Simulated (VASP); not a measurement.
Input of a VASP 6.6.1 run:

INCAR

```
  ALGO = Normal
  EDIFF = 1E-6
  ENCUT = 520
  GGA = PE
  ISIF = 2
  ISMEAR = -1
  ISPIN = 2
  LASPH = T
  LCHARG = T
  LELF = T
  LMAXMIX = 4
  LORBIT = 11
  LREAL = F
  LVHAR = T
  LWAVE = F
  MAGMOM = 1.5
  NBANDS = 16
  NELM = 150
  PREC = Accurate
  SIGMA = 0.05
```

The input KPOINTS:

```
k-points
0
Gamma
  15 15 15
```

File POSCAR:

```
V
1.0
    0.0000000000      1.9081458605      1.9081458605
    1.9081458605      0.0000000000      1.9081458605
    1.9081458605      1.9081458605      0.0000000000
V
1
Direct
    0.0000000000      0.0000000000      0.0000000000
```

Potentials or basis: VASP PAW PBE potentials, release 64 (V_sv).

Command:

```sh
$ cat potpaw_PBE.64/V_sv/POTCAR > POTCAR
$ mpirun -np 1 vasp_std > vasp.out
```

**Question.** What does it give for the net moment?

**Answer.** 0.00 μB per cell.

**Question.** What does it give for the pressure?

**Answer.** 0.2 GPa.

Caveat: the moments typed at the start vanished in this run.
